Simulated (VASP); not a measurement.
WS2, 3 atoms in the cell. The structure is trigonal, space group R3m (No. 160). The conventional cell has a = 3.137 Å, b = 3.137 Å, c = 18.366 Å, α = 90.00°, β = 90.00°, γ = 120.00°. W (site symmetry 3m) has 6 S at 2.37 to 2.40 Å and 6 W at 3.14 Å within 3.2 Å. Within 3.2 Å of S (site symmetry 3m) lie 3 W at 2.40 Å and 7 S at 3.11 to 3.14 Å. Within 3.2 Å of S (site symmetry 3m) lie 3 W at 2.37 Å and 7 S at 3.11 to 3.14 Å. 

| Item | Value |
| --- | --- |
| Program | VASP 6.6.1 |
| Task | single point |
| Functional | pbe exchange, lda correlation |
| Potentials or basis | VASP PAW PBE potentials, release 64 (W_sv, S) |
| Cutoff | 500 eV |
| k mesh | 10 × 10 × 10 |
| Occupations | gaussian, width 0.025 eV |
| Spin | no spin polarisation |
| Dipole correction | no |
| Further INCAR settings | ALGO = Normal; EDIFF = 1e-06; NBANDS = 20 |

Potentials or basis: VASP PAW PBE potentials, release 64 (W_sv, S).

The run is started by

```sh
$ cat potpaw_PBE.64/W_sv/POTCAR potpaw_PBE.64/S/POTCAR > POTCAR
$ mpirun -np 1 vasp_std > vasp.out
```

Hardware: 1 thread of AMD EPYC 9R45 (Zen 5), with other jobs on the host.

Problem. Estimate the wall time of this run.

Solution. Wall time 3.5 min on 1 thread of AMD EPYC 9R45 (Zen 5), with other jobs on the host, peak memory 0.34 GiB. Counts: scf iterations 14, k points 116.
